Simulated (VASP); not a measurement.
Write the native input for VASP 6.6.1 that does the following.

| Quantity | Value |
| --- | --- |
| Task | single point |
| Functional | PBEsol |
| Potentials or basis | VASP PAW PBE potentials, release 64 (Ge_d) |
| Cutoff | 520 eV |
| k mesh | 3 × 3 × 2 |
| Occupations | gaussian, width 0.1 eV |
| Spin | no spin polarisation |
| Dipole correction | no |
| Further INCAR settings | ALGO = Normal; EDIFF = 1e-06; NBANDS = 21 |

The structure of Ge lies in POSCAR:

```
Ge
1.0
    2.9911060000      0.0000000000      0.0000000000
   -1.5105156329      2.5816772893      0.0000000000
    0.0000000000      0.0000000000      4.7275960000
Ge
2
Direct
    0.6665500000      0.3334500000      0.2500000000
    0.3334500000      0.6665500000      0.7500000000
```

These files were run (other wordings do the same):

INCAR

```
PREC     = Accurate       # precision mode
ENCUT    = 520            # plane-wave cutoff, eV
EDIFF    = 1E-6           # SCF threshold, eV
ISMEAR   = 0              # smearing method
SIGMA    = 0.1            # smearing width, eV
LREAL    = F              # projectors in reciprocal space
LASPH    = T              # aspherical terms in the spheres
NELM     = 80             # most SCF steps
ALGO     = Normal         # electronic algorithm
ISIF     = 2              # what is computed and relaxed
LWAVE    = F              # write WAVECAR
LCHARG   = F              # write CHGCAR
GGA      = PS             # functional
NBANDS   = 21             # bands
```

KPOINTS

```
regular mesh
0
Gamma
  3 3 2
```

Potentials or basis: VASP PAW PBE potentials, release 64 (Ge_d).

Launch:

```console
$ cat potpaw_PBE.64/Ge_d/POTCAR > POTCAR
$ mpirun -np 1 vasp_std > vasp.out
```

It gave:

The pressure is -4.8 GPa and the largest force is 0.036 eV/Å. The band gap on the k mesh is zero (band 14 reaches 13.50 eV, above the bottom of band 15 at 4.53 eV).

Caveat: the k points lie up to 0.81 Å⁻¹ apart; the PAW data sets were made with another functional, which shifts forces and pressure a little.

It took 9.2 s on 1 thread of AMD EPYC 7R13 (shared host), peak memory 0.12 GiB.
